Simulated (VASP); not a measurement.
# N (P2_13) in VASP: relaxation of cell and atoms with PBE+D3(BJ)

Aim: the relaxation of cell and atoms of N with PBE+D3(BJ).

Program: VASP 6.6.1. These are calculated values, not measurements. Logs are shortened: lines on timing, memory, paths and dates and some standing lists are left out, and cuts for length are marked.

**1. The cell of the first run**

Symmetry: P2_13, No. 198, cubic system. Conventional cell: a = 5.815 Å, b = 5.815 Å, c = 5.815 Å, α = 90.00°, β = 90.00°, γ = 90.00°. Within 1.5 Å of N (site symmetry 3) lie 1 N at 1.11 Å. N (site symmetry 3) has 1 N at 1.11 Å within 1.5 Å.

**2. Relaxation of cell and atoms, PBE+D3(BJ)**

Contents of INCAR:

```
PREC     = Accurate       # precision mode
ENCUT    = 600            # plane-wave cutoff, eV
EDIFF    = 1E-6           # SCF threshold, eV
ISMEAR   = 0              # smearing method
SIGMA    = 0.02           # smearing width, eV
LREAL    = False          # projectors in reciprocal space
LASPH    = True           # aspherical terms in the spheres
NELM     = 100            # most SCF steps
ALGO     = Normal         # electronic algorithm
ISIF     = 3              # what is computed and relaxed
LWAVE    = False          # write WAVECAR
LCHARG   = False          # write CHGCAR
GGA      = PE             # functional
IVDW     = 12             # dispersion correction
IBRION   = 2              # ionic algorithm
NSW      = 90             # ionic steps
EDIFFG   = -0.02          # ionic threshold
```

Contents of KPOINTS:

```
Automatic mesh
0
Gamma
  4 4 4
```

Contents of POSCAR:

```
N
1.0
    5.8151017200      0.0000000000      0.0000000000
    0.0000000000      5.8151017200      0.0000000000
    0.0000000000      0.0000000000      5.8151017200
N
8
Direct
    0.0639014400      0.0639014400      0.0639014400
    0.4360985600      0.9360985600      0.5639014400
    0.5639014400      0.4360985600      0.9360985600
    0.9360985600      0.5639014400      0.4360985600
    0.9541388600      0.9541388600      0.9541388600
    0.5458611400      0.0458611400      0.4541388600
    0.4541388600      0.5458611400      0.0458611400
    0.0458611400      0.4541388600      0.5458611400
```

Potentials or basis: VASP PAW PBE potentials, release 64 (N).

The run is started by

```console
> cat potpaw_PBE.64/N/POTCAR > POTCAR
> mpirun -np 1 vasp_std > vasp.out
```

OUTCAR:

```text
PREC = Accurate
   ENCUT = 600
   EDIFF = 1E-6
   ISMEAR = 0
   LREAL = False
   LASPH = True
   NELM = 100
   ISIF = 3
   GGA = PE
   IVDW = 12
   IBRION = 2
   NSW = 90
   EDIFFG = -0.02
 IVDW          = 12

 ion  position               nearest neighbor table
   1  0.064  0.064  0.064-   5 1.11
   2  0.436  0.936  0.564-   6 1.11
   3  0.564  0.436  0.936-   7 1.11
   4  0.936  0.564  0.436-   8 1.11
   5  0.954  0.954  0.954-   1 1.11
   6  0.546  0.046  0.454-   2 1.11
   7  0.454  0.546  0.046-   3 1.11
   8  0.046  0.454  0.546-   4 1.11

  LATTYP: Found a simple cubic cell.
 ALAT       =     5.8151017200

  Lattice vectors:

 A1 = (   5.8151017200,   0.0000000000,   0.0000000000)
 A2 = (   0.0000000000,   5.8151017200,   0.0000000000)
 A3 = (   0.0000000000,   0.0000000000,   5.8151017200)

Analysis of symmetry for initial positions (statically):
=====================================================================
 Subroutine PRICEL returns:
 Original cell was already a primitive cell.

 Routine SETGRP: Setting up the symmetry group for a
 simple cubic supercell.

 Subroutine GETGRP returns: Found 12 space group operations
 (whereof  3 operations were pure point group operations)
 out of a pool of 48 trial point group operations.

The static configuration has the point symmetry C_3 .
 The point group associated with its full space group is T   .

Analysis of symmetry for dynamics (positions and initial velocities):
=====================================================================
 Subroutine PRICEL returns:
 Original cell was already a primitive cell.

 Routine SETGRP: Setting up the symmetry group for a
 simple cubic supercell.

 Subroutine GETGRP returns: Found 12 space group operations
 (whereof  3 operations were pure point group operations)
 out of a pool of 48 trial point group operations.

The dynamic configuration has the point symmetry C_3 .
 The point group associated with its full space group is T   .

 Subroutine INISYM returns: Found 12 space group operations
 (whereof  3 operations are pure point group operations),
 and found     1 'primitive' translations

----------------------------------------------------------------------------------------

                                     Primitive cell

  volume of cell :     196.6400
[... 73 lines left out ...]
   dimension x,y,z NGXF=    96 NGYF=   96 NGZF=   96
   ions per type =               8
   NGX,Y,Z   is equivalent  to a cutoff of  13.72, 13.72, 13.72 a.u.
   NGXF,Y,Z  is equivalent  to a cutoff of  27.45, 27.45, 27.45 a.u.
 SYSTEM =  unknown system
   PREC   = accura    normal or accurate (medium, high low for compatibility)
   ISTART =      0    job   : 0-new  1-cont  2-samecut
   ICHARG =      2    charge: 1-file 2-atom 10-const
   ISPIN  =      1    spin polarized calculation?
   LNONCOLLINEAR =      F non collinear calculations
   LSORBIT =      F    spin-orbit coupling
   LASPH  =      T    aspherical Exc in radial PAW
   ENCUT  =  600.0 eV  44.10 Ry    6.64 a.u.  11.61 11.61 11.61*2*pi/ulx,y,z
   NELM   =    100;   NELMIN=  2; NELMDL= -5     # of ELM steps
   EDIFF  = 0.1E-05   stopping-criterion for ELM
   LREAL  =      F    real-space projection
   EDIFFG = -.2E-01   stopping-criterion for IOM
   NSW    =     90    number of steps for IOM
   IBRION =      2    ionic relax: 0-MD 1-quasi-New 2-CG
   NFREE  =      1    steps in history (QN), initial steepest desc. (CG)
   ISIF   =      3    stress and relaxation
   ISYM   =      2    0-nonsym 1-usesym 2-fastsym
   POTIM  = 0.5000    time-step for ionic-motion
   TEBEG  =    0.0;   TEEND  =   0.0 temperature during run
   PSTRESS=    0.0 pullay stress
   NELECT =      40.0000    total number of electrons
   NUPDOWN=      -1.0000    fix difference up-down
   EMIN   =  10.00;   EMAX   =-10.00  energy-range for DOS
   EFERMI =   0.00;   METHOD = LEGACY
   ISMEAR =     0;   SIGMA  =   0.02  broadening in eV -4-tet -1-fermi 0-gaus
   EFERMI_NEDOS =   21; number of points for ismear=-14 and -15
   IALGO  =     38    algorithm
   IMIX   =      4    mixing-type and parameters
     AMIX     =   0.40;   BMIX     =  1.00
     AMIX_MAG =   1.60;   BMIX_MAG =  1.00
  volume/ion in A,a.u.               =      24.58       165.87
  Fermi-wavevector in a.u.,A,eV,Ry     =   0.962803  1.819434 12.612464  0.926990
  Thomas-Fermi vector in A             =   2.092294
   LORBIT       =      0    0 simple, 1 ext, 2 COOP (PROOUT), +10 PAW based schemes
   GGA     = PE    functional components
   LHFCALC =     F    Hartree Fock is set to
   AEXX    =    0.0000 exact exchange contribution
   IVDW    =    12    specifies the selected vdW correction
   LEPSILON=     F    determine dielectric tensor
   LRPA    =     F    only Hartree local field effects (RPA)
 conjugate gradient relaxation of ions
 non-spin polarized calculation
 Gauss-broadening in eV      SIGMA  =   0.02
  energy-cutoff  :      600.00
  volume of cell :      196.64
 maximum number of plane-waves:      6704
 NGX is ok and might be reduce to    48
   NGX = 23   NGY = 23   NGZ = 23

--------------------------------------- Ionic step        1  -------------------------------------------

 number of electron      40.0000000 magnetization

 Free energy of the ion-electron system (eV)
  ---------------------------------------------------
  ext. energy  EPLUGINS =         0.00000000
  ---------------------------------------------------
  free energy    TOTEN  =       -66.69881684 eV

  energy without entropy =      -66.69881684  energy(sigma->0) =      -66.69881684

------------------------ aborting loop because EDIFF is reached ----------------------------------------

 Edisp (eV)   -0.38610

 E8    (eV) :    -0.0899
[... 123 lines left out ...]
  FREE ENERGIE OF THE ION-ELECTRON SYSTEM (eV)
  ---------------------------------------------------
  free  energy   TOTEN  =       -67.0982764092 eV

  energy  without entropy=      -67.0982764092  energy(sigma->0) =      -67.09827641

[... ionic steps 4 to 17 ...]

--------------------------------------- Ionic step       18  -------------------------------------------

 number of electron      39.9999995 magnetization

------------------------ aborting loop because EDIFF is reached ----------------------------------------
[... 87 lines left out ...]
--------------------------------------- Ionic step       20  -------------------------------------------

 number of electron      39.9999996 magnetization

 Free energy of the ion-electron system (eV)
  ---------------------------------------------------
  ext. energy  EPLUGINS =         0.00000000
  ---------------------------------------------------
  free energy    TOTEN  =       -66.66839661 eV

  energy without entropy =      -66.66839661  energy(sigma->0) =      -66.66839661

 E-fermi :  -6.1740     XC(G=0):  -6.6232

 val. band max:       -6.3127728303   @ k =   0.5000   0.0000   0.0000
 cond. band min:       0.8618722538   @ k =   0.0000   0.0000   0.0000
 fundamental gap:      7.1746450841
 Fermi energy:        -6.1740125562

 k-point     1 :       0.0000    0.0000    0.0000
  band No.  band energies     occupation
      1     -24.5628      2.00000
      2     -24.4951      2.00000
      3     -24.4951      2.00000
      4     -24.4951      2.00000
      5      -9.9864      2.00000
      6      -9.9864      2.00000
[... 336 lines left out ...]
  FREE ENERGIE OF THE ION-ELECTRON SYSTEM (eV)
  ---------------------------------------------------
  free  energy   TOTEN  =       -67.1336996384 eV

  energy  without entropy=      -67.1336996384  energy(sigma->0) =      -67.13369964

 reached required accuracy - stopping structural energy minimisation
```

OSZICAR:

```text
N       E                     dE             d eps       ncg     rms          rms(c)
DAV:   1     0.296439594618E+03    0.29644E+03   -0.19403E+04   550   0.149E+03
DAV:   2    -0.388379015142E+02   -0.33528E+03   -0.33010E+03   728   0.327E+02
DAV:   3    -0.695445701643E+02   -0.30707E+02   -0.30619E+02   619   0.110E+02
DAV:   4    -0.700347824553E+02   -0.49021E+00   -0.48985E+00   732   0.150E+01
[... 134 lines left out ...]
       N       E                     dE             d eps       ncg     rms          rms(c)
DAV:   1    -0.666684324697E+02    0.20076E-03   -0.56210E-03   550   0.557E-01    0.431E-02
DAV:   2    -0.666684037724E+02    0.28697E-04   -0.13542E-04   614   0.864E-02    0.207E-02
DAV:   3    -0.666683970624E+02    0.67100E-05   -0.35097E-05   724   0.405E-02    0.803E-03
DAV:   4    -0.666683966109E+02    0.45144E-06   -0.21644E-06   539   0.146E-02
  20 F= -.67133700E+02 E0= -.67133700E+02  d E =-.106437E-03
```

CONTCAR:

```text
N
   1.00000000000000
     5.5637259779911590    0.0000000000000000   -0.0000000000000000
    -0.0000000000000000    5.5637259779911590   -0.0000000000000000
    -0.0000000000000000   -0.0000000000000000    5.5637259779911590
  N
     8
Direct
     0.0659316174046051    0.0659316174046051    0.0659316174046051
     0.4340683825953949    0.9340683825953947    0.5659316174046053
     0.5659316174046053    0.4340683825953949    0.9340683825953947
     0.9340683825953947    0.5659316174046053    0.4340683825953949
     0.9505611214537467    0.9505611214537467    0.9505611214537467
     0.5494388785462533    0.0494388785462532    0.4505611214537467
     0.4505611214537467    0.5494388785462533    0.0494388785462532
     0.0494388785462532    0.4505611214537467    0.5494388785462533

  0.00000000E+00  0.00000000E+00  0.00000000E+00
  0.00000000E+00  0.00000000E+00  0.00000000E+00
  0.00000000E+00  0.00000000E+00  0.00000000E+00
  0.00000000E+00  0.00000000E+00  0.00000000E+00
  0.00000000E+00  0.00000000E+00  0.00000000E+00
  0.00000000E+00  0.00000000E+00  0.00000000E+00
  0.00000000E+00  0.00000000E+00  0.00000000E+00
  0.00000000E+00  0.00000000E+00  0.00000000E+00
```

Run time: 10 min. Hardware: 1 thread of Intel Xeon 8259CL, shared host; peak memory 0.35 GiB.

What came out:

* Free energy: -67.1337 eV
* Relaxed volume: 21.53 Å³/atom
* Relaxed cell: a = 5.564 Å, b = 5.564 Å, c = 5.564 Å, α = 90.00°, β = 90.00°, γ = 90.00°
* Space group after relaxing (to 0.05 Å): P2_13 (No. 198)
* Energy gained by relaxing: 6.1 meV/atom
* Ionic steps: 20
* Pressure after relaxing: 0.0 GPa
* Largest force after relaxing: 0.019 eV/Å
* Band gap on the k mesh: 7.17 eV, indirect (least direct gap 7.20 eV)
* Dispersion energy per atom: -0.058 eV

Forces in eV/Å, atoms in the order of the input:
```
N   -0.003 -0.003 -0.003
N    0.003  0.003 -0.003
N   -0.003  0.003  0.003
N    0.003 -0.003  0.003
N   -0.011 -0.011 -0.011
N    0.011  0.011 -0.011
N   -0.011  0.011  0.011
N    0.011 -0.011  0.011
```

The path:
```csv
step,energy change (eV),largest force (eV/Å),pressure (GPa),volume (Å³)
1,0.0000,1.0541,0.89,196.64
2,2.4296,10.4354,-13.76,200.57
3,-0.0134,0.1041,-0.46,196.88
4,-0.0135,0.0152,-0.34,196.86
5,-0.0135,0.0331,-0.32,196.86
6,-0.0160,0.0375,-0.31,195.74
7,-0.0229,0.0546,-0.26,192.42
8,-0.0348,0.1102,-0.13,185.90
9,-0.0472,0.3058,0.34,173.30
10,-0.0481,0.1806,0.17,172.94
11,-0.0487,0.0501,-0.09,172.35
12,-0.0487,0.0447,-0.08,172.37
13,-0.0485,0.0801,0.05,172.66
14,-0.0487,0.0372,-0.08,172.39
15,-0.0487,0.0223,-0.05,172.38
16,-0.0487,0.0228,-0.02,172.37
17,-0.0487,0.0235,-0.03,172.36
18,-0.0487,0.0226,-0.03,172.34
19,-0.0487,0.0213,-0.02,172.30
20,-0.0488,0.0194,-0.02,172.23
```

Final structure:
```cif
data_structure
_symmetry_space_group_name_H-M 'P 1'
_symmetry_Int_Tables_number 1
_cell_length_a 5.5637
_cell_length_b 5.5637
_cell_length_c 5.5637
_cell_angle_alpha 90.000
_cell_angle_beta 90.000
_cell_angle_gamma 90.000
_cell_volume 172.23
loop_
_atom_site_label
_atom_site_type_symbol
_atom_site_fract_x
_atom_site_fract_y
_atom_site_fract_z
_atom_site_occupancy
N1 N 0.06593 0.06593 0.06593 1
N2 N 0.43407 0.93407 0.56593 1
N3 N 0.56593 0.43407 0.93407 1
N4 N 0.93407 0.56593 0.43407 1
N5 N 0.95056 0.95056 0.95056 1
N6 N 0.54944 0.04944 0.45056 1
N7 N 0.45056 0.54944 0.04944 1
N8 N 0.04944 0.45056 0.54944 1
```

Caveat: the standard files for N, O and F lose accuracy on very short bonds.
